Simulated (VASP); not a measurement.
Crystal: Pd.

```
Pd
1.0
     0.00000    1.92019    1.92019
     1.92019    0.00000    1.92019
     1.92019    1.92019    0.00000
Pd
1
Direct
  0.00000 0.00000 0.00000
```

Base run:

* Program: VASP 6.6.1
* Functional: PBE
* Dispersion: D3(BJ)
* Potentials or basis: VASP PAW PBE potentials, release 64 (Pd)
* Cutoff: 520 eV
* k mesh: 12 × 12 × 12
* Occupations: fermi-dirac, width 0.05 eV
* Spin: no spin polarisation

Its results: band gap on the k mesh zero (band 5 reaches 10.79 eV, above the bottom of band 6 at 9.09 eV); pressure 7.7 GPa.

Q: After a change of settings the same cell gave: band gap on the k mesh zero (band 5 reaches 10.79 eV, above the bottom of band 6 at 9.09 eV); pressure 15.9 GPa. Which change was it?
A. functional from PBE to PBEsol; further incar settings from ALGO = Fast; EDIFF = 1e-06; NBANDS = 11 to ALGO = Normal; EDIFF = 1e-06; NBANDS = 11
B. functional from PBE to BLYP; dispersion from D3(BJ) to D4
C. dispersion from D3(BJ) to none
D. functional from PBE to BLYP; further incar settings from ALGO = Fast; EDIFF = 1e-06; NBANDS = 11 to ALGO = Normal; EDIFF = 1e-07; NBANDS = 11

A: C.

Dispersion adds attraction, which lowers the pressure at fixed volume and, as a term added to the energy, leaves the levels alone.

Caveats: pairwise dispersion overbinds metals, which lowers pressure and volume (some runs).
